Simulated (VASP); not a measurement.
Set up this calculation in VASP 6.6.1, as the native input.

* Task: single point
* Functional: PBEsol
* Potentials or basis: VASP PAW PBE potentials, release 64 (P)
* Cutoff: 520 eV
* k mesh: 8 × 1 × 6
* Occupations: gaussian, width 0.05 eV
* Spin: no spin polarisation
* Dipole correction: no
* Further INCAR settings: ALGO = Normal; EDIFF = 1e-07; NBANDS = 18

The structure of P lies in POSCAR:

```
P
1.0
    3.2837277200      0.0000000000      0.0000000000
    0.0000000000     34.8570309900      0.0000000000
    0.0000000000      0.0000000000      4.6320847100
P
4
Direct
    0.0511672295      0.9702614300      0.5598438786
    0.0000000000      0.0297385700      0.4078492800
    0.5000000000      0.0297385700      0.0921507200
    0.5000000000      0.9702614300      0.9078492800
```

This cell differs from its parent crystal: atom 1 (P) moved -0.225 Å towards its neighbour atom 4 (P) at 2.199 Å.

The input as run:

INCAR

```
PREC = Accurate
ENCUT = 520
EDIFF = 1E-7
ISMEAR = 0
SIGMA = 0.05
LREAL = False
LASPH = True
NELM = 80
ALGO = Normal
ISIF = 2
LWAVE = False
LCHARG = False
GGA = PS
NBANDS = 18
```

KPOINTS

```
regular mesh
0
Gamma
  8 1 6
```

Potentials or basis: VASP PAW PBE potentials, release 64 (P).

The run is started by

```console
$ cat potpaw_PBE.64/P/POTCAR > POTCAR
$ mpirun -np 1 vasp_std > vasp.out
```

Results of the run:

```json
{
  "Largest force": "1.787 eV/Å",
  "Band gap on the k mesh": "0.90 eV (least direct gap 1.12 eV)"
}
```

Caveat: the cell differs from its parent crystal (atom 1 (P) moved -0.225 Å towards its neighbour atom 4 (P) at 2.199 Å); the PAW data sets were made with another functional, which shifts forces and pressure a little.

Wall time 3.6 min on 1 thread of Intel(R) Xeon(R) 6975P-C (Granite Rapids), on a shared host, peak memory 0.57 GiB.
